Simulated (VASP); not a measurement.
A run of VASP 6.6.1:

The input INCAR:

```
PREC = Accurate ; ENCUT = 500
EDIFF = 1E-6 ; ISMEAR = 1
SIGMA = 0.5 ; LREAL = F
LASPH = T ; NELM = 120
ALGO = Normal ; ISIF = 2
LWAVE = F ; LCHARG = T
GGA = PE ; LELF = T
LVHAR = T ; NBANDS = 28
GGA_COMPAT = F
```

The input KPOINTS:

```
Automatic mesh
0
Gamma
  4 4 4
```

The input POSCAR:

```
SnSe
1.0
    4.2193393516      0.0000000000      0.0000000000
    0.0000000000      4.2193393516      0.0000000000
    0.0000000000      0.0000000000      5.9930255593
Sn Se
2 2
Direct
    0.5000000000      0.0000000000      0.2500915766
    0.0000000000      0.5000000000      0.7499084234
    0.5000000000      0.0000000000      0.7498972969
    0.0000000000      0.5000000000      0.2501027031
```

Potentials or basis: VASP PAW PBE potentials, release 64 (Sn_d, Se).

Run with:

```sh
$ cat potpaw_PBE.64/Sn_d/POTCAR potpaw_PBE.64/Se/POTCAR > POTCAR
$ mpirun -np 1 vasp_std > vasp.out
```

Hardware: 1 thread of Intel(R) Xeon(R) Platinum 8375C CPU @ 2.90GHz (Ice Lake), on a shared host.

Problem. How long does it take, and how much memory?

Solution. Wall time 34 s on 1 thread of Intel(R) Xeon(R) Platinum 8375C CPU @ 2.90GHz (Ice Lake), with other jobs on the host, peak memory 0.22 GiB. Counts: scf iterations 13, k points 18.
